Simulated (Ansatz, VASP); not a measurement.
# NaCl: VASP beside Ansatz

POSCAR

```
NaCl
1.0
    0.0000000000      3.2135422348      2.8254229460
    3.2135422348      0.0000000000      2.8254229460
    3.2135422348      3.2135422348      0.0000000000
Na Cl
1 1
Direct
    0.0000000000      0.0000000000      0.0000000000
    0.2500000000      0.2500000000      0.2500000000
```

INCAR.step1

```
SYSTEM = NaCl
PREC     = Accurate       ! precision mode
ENCUT    = 520            ! plane-wave cutoff, eV
ISMEAR   = 0              ! smearing method
SIGMA    = 0.01           ! smearing width, eV
LREAL    = .FALSE.        ! projectors in reciprocal space
LASPH    = .TRUE.         ! aspherical terms in the spheres
NELM     = 100            ! most SCF steps
NBANDS   = 14             ! bands
GGA      = PE             ! functional
ALGO     = Normal         ! electronic algorithm
EDIFF    = 1E-4           ! SCF threshold, eV
LWAVE    = .TRUE.         ! write WAVECAR
LCHARG   = .FALSE.        ! write CHGCAR
```

File INCAR.step2:

```
SYSTEM = NaCl
PREC     = Accurate       ! precision mode
ENCUT    = 520            ! plane-wave cutoff, eV
EDIFF    = 1E-6           ! SCF threshold, eV
ISMEAR   = 0              ! smearing method
SIGMA    = 0.01           ! smearing width, eV
LREAL    = .FALSE.        ! projectors in reciprocal space
LASPH    = .TRUE.         ! aspherical terms in the spheres
NELM     = 100            ! most SCF steps
ALGO     = Normal         ! electronic algorithm
ISIF     = 2              ! what is computed and relaxed
LWAVE    = .FALSE.        ! write WAVECAR
LCHARG   = .FALSE.        ! write CHGCAR
METAGGA  = R2SCAN         ! meta-GGA
LMIXTAU  = .TRUE.       
NBANDS   = 14             ! bands
ISTART   = 1
```

Contents of KPOINTS:

```
regular mesh
0
G
  8 8 8
  0 0 0
```

Input for Ansatz:

```yaml
crystal:
  lattice:
    - [0.0, 3.2135422348, 2.825422946]
    - [3.2135422348, 0.0, 2.825422946]
    - [3.2135422348, 3.2135422348, 0.0]
  atoms:
    - { symbol: Na, position: [0.0, 0.0, 0.0] }
    - { symbol: Cl, position: [0.25, 0.25, 0.25] }
kpoints:
  mp_grid: { grid: [8, 8, 8] }
  band_path:
    path:
      - [0.0, 0.0, 0.0]
      - [-0.5, -0.5, 0.0]
      - [-0.375, -0.375, 0.25]
      - [-0.375, 0.0, 0.375]
      - [0.0, 0.0, 0.5]
      - [-0.5, -0.25, 0.25]
    npoints: 1
hamiltonian:
  xc: r2scan
scf:
  occupations: { method: fixed }
  n_extra_bands: 4
output:
  forces: true
  stress: true
  eigenvalues: true
  write_density: true
  write_potential: true
  elf: true
  volumetric_format: npy
```

Change from the starting cell: epitaxial_xy strain +4.1%.

Alike in both runs: task single point; functional r2SCAN; k mesh 8 × 8 × 8; no spin polarisation.

|  | VASP | Ansatz |
| --- | --- | --- |
| version | VASP 6.6.1 | Ansatz 0.2.0 |
| potentials or method | VASP PAW PBE potentials, release 64 (Na_pv, Cl) | plane waves, PAW |
| plane-wave cutoff (eV) | 520 | 500 |
| occupations | gaussian, width 0.01 eV | fixed |
| valence electrons in the cell | 14 | 16 |

VASP gave:

* gap on the k mesh at the Fermi level (eV): 5.50
* pressure (GPa): -0.1

Q: Estimate Ansatz's values.

A: gap on the k mesh at the Fermi level (eV): 5.48; pressure (GPa): 0.0.

VASP's potentials were made for PBE, not for r2SCAN. VASP's potentials hold 14 valence electrons a cell and Ansatz's 16, so a difference there can come from the potentials and not from the codes.
